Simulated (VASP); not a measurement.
Here is a VASP 6.6.1 calculation.

File INCAR:

```
PREC = Accurate
ENCUT = 1010
EDIFF = 1E-6
ISMEAR = -1
SIGMA = 0.05
LREAL = Auto
LASPH = True
NELM = 120
ALGO = Normal
ISIF = 2
LWAVE = False
LCHARG = False
GGA = PE
IVDW = 12
NBANDS = 67
GGA_COMPAT = False
```

File KPOINTS:

```
Automatic mesh
0
Gamma
  1 1 1
```

Contents of POSCAR:

```
H2CF4
1.0
    6.8873110000      0.0000000000      0.0000000000
    0.0000000000      6.8873110000      0.0000000000
    0.0000000000      0.0000000000      6.8873110000
H C F
6 3 12
Direct
    0.3218150165      0.3651771744      0.5577389340
    0.2770559928      0.4643665663      0.5572256596
    0.8925018613      0.2909853676      0.1240278079
    0.9093682546      0.3355128243      0.0260986286
    0.7742649474      0.3663292984      0.6372976048
    0.7553665418      0.4701201110      0.6107294646
    0.0885774451      0.9182947230      0.4606152608
    0.6308935702      0.8927443617     -0.0469603627
    0.3744513543      0.4083889134      0.1175717895
    0.2750769369      0.9273337042      0.5141775882
   -0.0027523999      1.0801207360      0.5166946567
    0.0770401165      0.9011618623      0.2680720531
    0.0049773035      0.7645663018      0.5445696881
    0.6560963185      0.9411523457      0.1392147714
    0.4463873548      0.8394752191     -0.0749876213
    0.6714728918      1.0450395999     -0.1600929481
    0.7488085927      0.7456442522     -0.0919081531
    0.5379932193      0.4715881066      0.2006016420
    0.2298438120      0.5302332981      0.1590315277
    0.3982432560      0.3987687692     -0.0746370296
    0.3321168141      0.2315962648      0.1855567379
```

Potentials or basis: VASP PAW PBE potentials, release 64 (H_h, C_h, F_h).

Run with:

```console
$ cat potpaw_PBE.64/H_h/POTCAR potpaw_PBE.64/C_h/POTCAR potpaw_PBE.64/F_h/POTCAR > POTCAR
$ mpirun -np 1 vasp_gam > vasp.out
```

Problem. Predict the largest force.

Solution. 0.082 eV/Å.

Problem. Estimate the dispersion energy per atom.

Solution. -0.027 eV.

Forces on the atoms (eV/Å):
```
H   -0.003 -0.006  0.006
H   -0.012  0.012  0.005
H    0.007  0.004 -0.008
H   -0.008 -0.001  0.005
H   -0.009  0.006 -0.009
H   -0.006 -0.003 -0.004
C    0.010  0.016 -0.012
C   -0.007  0.005  0.016
C    0.013 -0.015  0.027
F    0.054 -0.003  0.011
F   -0.028  0.047  0.031
F    0.000 -0.011 -0.062
F   -0.031 -0.057  0.038
F    0.011  0.016  0.061
F   -0.051 -0.012 -0.020
F    0.016  0.053 -0.044
F    0.048 -0.062 -0.023
F    0.050  0.024  0.024
F   -0.052  0.060  0.004
F    0.006 -0.005 -0.064
F   -0.011 -0.064  0.018
```

Caveat: the k points lie up to 0.91 Å⁻¹ apart, too coarse for converged energies, forces and pressures.
